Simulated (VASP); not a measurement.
# Ga3As3CO in VASP: single point with PBE+D3(BJ)

Aim: the single point of Ga3As3CO with PBE+D3(BJ).

All numbers are computed with VASP 6.6.1; they aren't measurements. Logs are shortened: lines on timing, memory, paths and dates and some standing lists are left out, and cuts for length are marked.

## Step 1: The cell of the first run

The cell holds a slab with vacuum, 8 atoms: a = 4.014 Å, b = 5.676 Å, c = 23.335 Å, α = 90.00°, β = 90.00°, γ = 90.00°.

## Step 2: Single point, PBE+D3(BJ)

INCAR reads:

```
SYSTEM = Ga3As3CO
PREC     = Accurate       ! precision mode
ENCUT    = 520            ! plane-wave cutoff, eV
EDIFF    = 1E-6           ! SCF threshold, eV
ISMEAR   = 0              ! smearing method
SIGMA    = 0.05           ! smearing width, eV
LREAL    = .False.        ! projectors in reciprocal space
LASPH    = .True.         ! aspherical terms in the spheres
NELM     = 60             ! most SCF steps
ALGO     = Normal         ! electronic algorithm
ISIF     = 2              ! what is computed and relaxed
LWAVE    = .False.        ! write WAVECAR
LCHARG   = .True.         ! write CHGCAR
LDIPOL   = .True.       
IDIPOL   = 3            
DIPOL    = 0.5 0.5 0.323
GGA      = PE             ! functional
IVDW     = 12             ! dispersion correction
LELF     = .True.         ! ELF
LVHAR    = .True.       
LVACPOTAV= .True.       
NBANDS   = 42             ! bands
```

KPOINTS reads:

```
regular mesh
0
Gamma
  7 5 1
  0 0 0
```

POSCAR reads:

```
Ga3As3CO
1.0
    4.0137031111      0.0000000000      0.0000000000
    0.0000000000      5.6762333751      0.0000000000
    0.0000000000      0.0000000000     23.3352699083
Ga As O C
3 3 1 1
Direct
    0.5000000000      0.5000000000      0.1714143447
    0.0000000000      0.0653835255      0.2680035048
    0.5000000000      0.4894639609      0.3228546357
    0.0000000000      0.2500000000      0.1714143447
    0.5000000000      0.8102208698      0.2504948966
    0.0000000000      0.2887573198      0.3593388866
    0.5000000000      0.6220906532      0.4964703624
    0.5000000000      0.6220906532      0.5457519865
```

Potentials or basis: VASP PAW PBE potentials, release 64 (Ga_d, As, O, C).

On the command line:

```console
> cat potpaw_PBE.64/Ga_d/POTCAR potpaw_PBE.64/As/POTCAR potpaw_PBE.64/O/POTCAR potpaw_PBE.64/C/POTCAR > POTCAR
> mpirun -np 1 vasp_std > vasp.out
```

OUTCAR:

```text
SYSTEM = Ga3As3CO
   PREC = Accurate
   ENCUT = 520
   EDIFF = 1E-6
   ISMEAR = 0
   LREAL = .False.
   LASPH = .True.
   NELM = 60
   ISIF = 2
   GGA = PE
   IVDW = 12
 IVDW          = 12

 ion  position               nearest neighbor table
   1  0.500  0.500  0.171-   4 2.46   4 2.46   5 2.55
   2  0.000  0.065  0.268-   6 2.48   4 2.49   5 2.51   5 2.51
   3  0.500  0.489  0.323-   6 2.46   6 2.46   5 2.48
   4  0.000  0.250  0.171-   1 2.46   1 2.46   2 2.49
   5  0.500  0.810  0.250-   3 2.48   2 2.51   2 2.51   1 2.55
   6  0.000  0.289  0.359-   3 2.46   3 2.46   2 2.48
   7  0.500  0.622  0.496-   8 1.15
   8  0.500  0.622  0.546-   7 1.15

  LATTYP: Found a simple orthorhombic cell.
 ALAT       =     4.0137031111
 B/A-ratio  =     1.4142135624
 C/A-ratio  =     5.8139003465

  Lattice vectors:

 A1 = (   4.0137031111,   0.0000000000,   0.0000000000)
 A2 = (   0.0000000000,   5.6762333751,   0.0000000000)
 A3 = (   0.0000000000,   0.0000000000,  23.3352699083)

Analysis of symmetry for initial positions (statically):
=====================================================================
 Subroutine PRICEL returns:
 Original cell was already a primitive cell.

 Routine SETGRP: Setting up the symmetry group for a
 simple orthorhombic supercell.

 Subroutine GETGRP returns: Found  2 space group operations
 (whereof  2 operations were pure point group operations)
 out of a pool of  8 trial point group operations.

The static configuration has the point symmetry C_1h.

Analysis of symmetry for dynamics (positions and initial velocities):
=====================================================================
 Subroutine PRICEL returns:
 Original cell was already a primitive cell.

 Routine SETGRP: Setting up the symmetry group for a
 simple orthorhombic supercell.

 Subroutine GETGRP returns: Found  2 space group operations
 (whereof  2 operations were pure point group operations)
 out of a pool of  8 trial point group operations.

The dynamic configuration has the point symmetry C_1h.

 Subroutine INISYM returns: Found  2 space group operations
 (whereof  2 operations are pure point group operations),
 and found     1 'primitive' translations

----------------------------------------------------------------------------------------

                                     Primitive cell

  volume of cell :     531.6408

  direct lattice vectors                    reciprocal lattice vectors
     4.013703111  0.000000000  0.000000000     0.249146480  0.000000000  0.000000000
     0.000000000  5.676233375  0.000000000     0.000000000  0.176173165  0.000000000
     0.000000000  0.000000000 23.335269908     0.000000000  0.000000000  0.042853586

  length of vectors
     4.013703111  5.676233375 23.335269908     0.249146480  0.176173165  0.042853586

  position of ions in fractional coordinates (direct lattice)
     0.500000000  0.500000000  0.171414345
     0.000000000  0.065383526  0.268003505
     0.500000000  0.489463961  0.322854636
     0.000000000  0.250000000  0.171414345
     0.500000000  0.810220870  0.250494897
     0.000000000  0.288757320  0.359338887
     0.500000000  0.622090653  0.496470362
     0.500000000  0.622090653  0.545751987

  ion indices of the primitive-cell ions
   primitive index   ion index
                 1           1
                 2           2
                 3           3
                 4           4
                 5           5
                 6           6
                 7           7
                 8           8

----------------------------------------------------------------------------------------

 KPOINTS: regular mesh

Automatic generation of k-mesh.
 Grid dimensions read from file:
 generate k-points for:    7    5    1

 Generating k-lattice:

  Cartesian coordinates                     Fractional coordinates (reciprocal lattice)
     0.035592354  0.000000000  0.000000000     0.142857143  0.000000000  0.000000000
     0.000000000  0.035234633  0.000000000     0.000000000  0.200000000  0.000000000
     0.000000000  0.000000000  0.042853586     0.000000000  0.000000000  1.000000000

  Length of vectors
     0.035592354  0.035234633  0.042853586

  Shift w.r.t. Gamma in fractional coordinates (k-lattice)
     0.000000000  0.000000000  0.000000000

 Subroutine IBZKPT returns following result:
 ===========================================

 Found     12 irreducible k-points:

 Following reciprocal coordinates:
            Coordinates               Weight
  0.000000  0.000000  0.000000      1.000000
  0.142857  0.000000  0.000000      2.000000
  0.285714  0.000000  0.000000      2.000000
  0.428571  0.000000  0.000000      2.000000
  0.000000  0.200000  0.000000      2.000000
  0.142857  0.200000  0.000000      4.000000
  0.285714  0.200000  0.000000      4.000000
  0.428571  0.200000  0.000000      4.000000
  0.000000  0.400000  0.000000      2.000000
  0.142857  0.400000  0.000000      4.000000
  0.285714  0.400000  0.000000      4.000000
  0.428571  0.400000  0.000000      4.000000
   k-points           NKPTS =     12   k-points in BZ     NKDIM =     12   number of bands    NBANDS=     42
   number of dos      NEDOS =    301   number of ions     NIONS =      8
   total plane-waves  NPLWV = 226800
   dimension x,y,z NGX =    30 NGY =   42 NGZ =  180
   dimension x,y,z NGXF=    60 NGYF=   84 NGZF=  360
   ions per type =               3   3   1   1
   NGX,Y,Z   is equivalent  to a cutoff of  12.43, 12.30, 12.82 a.u.
   NGXF,Y,Z  is equivalent  to a cutoff of  24.85, 24.60, 25.65 a.u.
 SYSTEM =  Ga3As3CO
   PREC   = accura    normal or accurate (medium, high low for compatibility)
   ISTART =      0    job   : 0-new  1-cont  2-samecut
   ICHARG =      2    charge: 1-file 2-atom 10-const
   ISPIN  =      1    spin polarized calculation?
   LNONCOLLINEAR =      F non collinear calculations
   LSORBIT =      F    spin-orbit coupling
   LASPH  =      T    aspherical Exc in radial PAW
   ENCUT  =  520.0 eV  38.22 Ry    6.18 a.u.   7.46 10.55 43.39*2*pi/ulx,y,z
   NELM   =     60;   NELMIN=  2; NELMDL= -5     # of ELM steps
   EDIFF  = 0.1E-05   stopping-criterion for ELM
   LREAL  =      F    real-space projection
   EDIFFG = 0.1E-04   stopping-criterion for IOM
   NSW    =      0    number of steps for IOM
   IBRION =     -1    ionic relax: 0-MD 1-quasi-New 2-CG
   NFREE  =      0    steps in history (QN), initial steepest desc. (CG)
   ISIF   =      2    stress and relaxation
   ISYM   =      2    0-nonsym 1-usesym 2-fastsym
   POTIM  = 0.5000    time-step for ionic-motion
   TEBEG  =    0.0;   TEEND  =   0.0 temperature during run
   PSTRESS=    0.0 pullay stress
   NELECT =      64.0000    total number of electrons
   NUPDOWN=      -1.0000    fix difference up-down
   EMIN   =  10.00;   EMAX   =-10.00  energy-range for DOS
   EFERMI =   0.00;   METHOD = LEGACY
   ISMEAR =     0;   SIGMA  =   0.05  broadening in eV -4-tet -1-fermi 0-gaus
   EFERMI_NEDOS =   21; number of points for ismear=-14 and -15
   IALGO  =     38    algorithm
   IMIX   =      4    mixing-type and parameters
     AMIX     =   0.40;   BMIX     =  1.00
     AMIX_MAG =   1.60;   BMIX_MAG =  1.00
  volume/ion in A,a.u.               =      66.46       448.46
  Fermi-wavevector in a.u.,A,eV,Ry     =   0.808342  1.527546  8.890285  0.653418
  Thomas-Fermi vector in A             =   1.917130
   LORBIT       =      0    0 simple, 1 ext, 2 COOP (PROOUT), +10 PAW based schemes
   GGA     = PE    functional components
   LHFCALC =     F    Hartree Fock is set to
   AEXX    =    0.0000 exact exchange contribution
   IVDW    =    12    specifies the selected vdW correction
   LEPSILON=     F    determine dielectric tensor
   LRPA    =     F    only Hartree local field effects (RPA)
 non-spin polarized calculation
 Gauss-broadening in eV      SIGMA  =   0.05
  energy-cutoff  :      520.00
  volume of cell :      531.64
 maximum number of plane-waves:     14367
 NGX is ok and might be reduce to    30
   NGX = 15   NGY = 21   NGZ = 87

 dipolmoment           0.000000      0.000000     -0.005479 electrons x Angstroem

 number of electron      64.0000018 magnetization

 dipolmoment           0.000000      0.000000      0.055888 electrons x Angstroem

 Free energy of the ion-electron system (eV)
  ---------------------------------------------------
  ext. energy  EPLUGINS =         0.00000000
  ---------------------------------------------------
  free energy    TOTEN  =       -37.55560824 eV

  energy without entropy =      -37.55560824  energy(sigma->0) =      -37.55560824

 E-fermi :  -2.0861     XC(G=0):  -3.8181

 val. band max:       -2.2859700081   @ k =   0.0000   0.0000   0.0000
 cond. band min:      -1.8819654843   @ k =   0.4286   0.0000   0.0000
 fundamental gap:      0.4040045238
 Fermi energy:        -2.0861495229

 k-point     1 :       0.0000    0.0000    0.0000
  band No.  band energies     occupation
      1     -26.7455      2.00000
      2     -17.2650      2.00000
      3     -17.2069      2.00000
      4     -17.1913      2.00000
      5     -17.1664      2.00000
      6     -17.1433      2.00000
[... 34 lines left out ...]
     41       2.1448      0.00000
     42       2.2001      0.00000

 k-point     2 :       0.1429    0.0000    0.0000
  band No.  band energies     occupation
      1     -26.7439      2.00000
      2     -17.2619      2.00000
      3     -17.2040      2.00000
      4     -17.1907      2.00000
      5     -17.1658      2.00000
      6     -17.1459      2.00000
[... 34 lines left out ...]
     41       1.9554      0.00000
     42       2.2401      0.00000

 k-point     3 :       0.2857    0.0000    0.0000
  band No.  band energies     occupation
      1     -26.7402      2.00000
      2     -17.2552      2.00000
      3     -17.1972      2.00000
      4     -17.1889      2.00000
      5     -17.1649      2.00000
      6     -17.1530      2.00000
[... 357 lines left out ...]
      4     -17.1893      2.00000
      5     -17.1648      2.00000
      6     -17.1531      2.00000
[... 34 lines left out ...]
     41       2.6775      0.00000
     42       3.1334      0.00000

 k-point    12 :       0.4286    0.4000    0.0000
  band No.  band energies     occupation
      1     -26.7371      2.00000
      2     -17.2465      2.00000
      3     -17.1906      2.00000
      4     -17.1861      2.00000
      5     -17.1672      2.00000
      6     -17.1612      2.00000
[... 34 lines left out ...]
     41       2.7188      0.00000
     42       3.0323      0.00000

------------------------ aborting loop because EDIFF is reached ----------------------------------------

 Edisp (eV)   -1.25974

 E8    (eV) :    -0.5716

  FORCE on cell =-STRESS in cart. coord.  units (eV):
  Direction    XX          YY          ZZ          XY          YZ          ZX
  --------------------------------------------------------------------------------------
  -------------------------------------------------------------------------------------
  Total      -2.08067    -2.64029    -0.93588     0.00000    -0.03092     0.00000
  in kB      -6.27041    -7.95689    -2.82041     0.00000    -0.09318     0.00000
  external pressure =       -5.68 kB  Pullay stress =        0.00 kB

 VOLUME and BASIS-vectors are now :
 -----------------------------------------------------------------------------
  energy-cutoff  :      520.00
  volume of cell :      531.64
      direct lattice vectors                 reciprocal lattice vectors
     4.013703111  0.000000000  0.000000000     0.249146480  0.000000000  0.000000000
     0.000000000  5.676233375  0.000000000     0.000000000  0.176173165  0.000000000
     0.000000000  0.000000000 23.335269908     0.000000000  0.000000000  0.042853586

 POSITION                                       TOTAL-FORCE (eV/Angst)
 -----------------------------------------------------------------------------------
      2.00685      2.83812      4.00000         0.000000     -0.310254      1.032181
      0.00000      0.37113      6.25393         0.000000     -0.006810      0.021505
      2.00685      2.77831      7.53390         0.000000      0.004966      0.023239
      0.00000      1.41906      4.00000         0.000000      0.314455     -1.063242
      2.00685      4.59900      5.84537         0.000000      0.008239     -0.014729
      0.00000      1.63905      8.38527         0.000000     -0.010978      0.043212
      2.00685      3.53113     11.58527         0.000000      0.003451      0.689649
      2.00685      3.53113     12.73527         0.000000     -0.003069     -0.731815
 -----------------------------------------------------------------------------------
    total drift:                                0.000000     -0.001357      0.000525

  FREE ENERGIE OF THE ION-ELECTRON SYSTEM (eV)
  ---------------------------------------------------
  free  energy   TOTEN  =       -38.8153464584 eV

  energy  without entropy=      -38.8153464582  energy(sigma->0) =      -38.81534646

 vacuum level on the upper side and lower side of the slab         2.792         2.349
```

Wall time 8.3 min (1 thread of Intel Xeon Platinum 8488C (Sapphire Rapids), shared host); peak memory 0.64 GiB.

Results:

```
Free energy                : -38.8153 eV
Largest force              : 1.109 eV/Å
Band gap on the k mesh     : 0.40 eV (least direct gap 0.75 eV)
Dispersion energy per atom : -0.157 eV
```

Forces in eV/Å, atoms in the order of the input:
```
Ga   0.000 -0.310  1.032
Ga   0.000 -0.007  0.022
Ga   0.000  0.005  0.023
As   0.000  0.314 -1.063
As   0.000  0.008 -0.015
As   0.000 -0.011  0.043
O    0.000  0.003  0.690
C    0.000 -0.003 -0.732
```
